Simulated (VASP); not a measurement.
Si2Ni, 15 atoms in the cell. The cell holds a slab with vacuum, 15 atoms: a = 3.812 Å, b = 3.812 Å, c = 27.131 Å, α = 90.00°, β = 90.00°, γ = 90.00°. 

| Item | Value |
| --- | --- |
| Program | VASP 6.6.1 |
| Task | single point |
| Functional | PBEsol |
| Potentials or basis | VASP PAW PBE potentials, release 64 (Si, Ni_sv_GW) |
| Cutoff | 510 eV |
| k mesh | 1 × 1 × 1 |
| Occupations | gaussian, width 0.1 eV |
| Spin | no spin polarisation |
| Dipole correction | yes |
| Further INCAR settings | LREAL = Auto; ALGO = Normal; EDIFF = 1e-06; NBANDS = 78; NELMDL = -8 |

Potentials or basis: VASP PAW PBE potentials, release 64 (Si, Ni_sv_GW).

Run with:

```sh
$ cat potpaw_PBE.64/Si/POTCAR potpaw_PBE.64/Ni_sv_GW/POTCAR > POTCAR
$ mpirun -np 1 vasp_gam > vasp.out
```

Hardware: 1 thread of AMD EPYC 7R43 64-Core Processor (Zen 3) (shared host).

Question: Estimate the wall time of this run.

Answer: It took 4.8 min on 1 thread of AMD EPYC 7R43 64-Core Processor (Zen 3) (shared host), peak memory 0.32 GiB. Counts: scf iterations 51, k points 1.
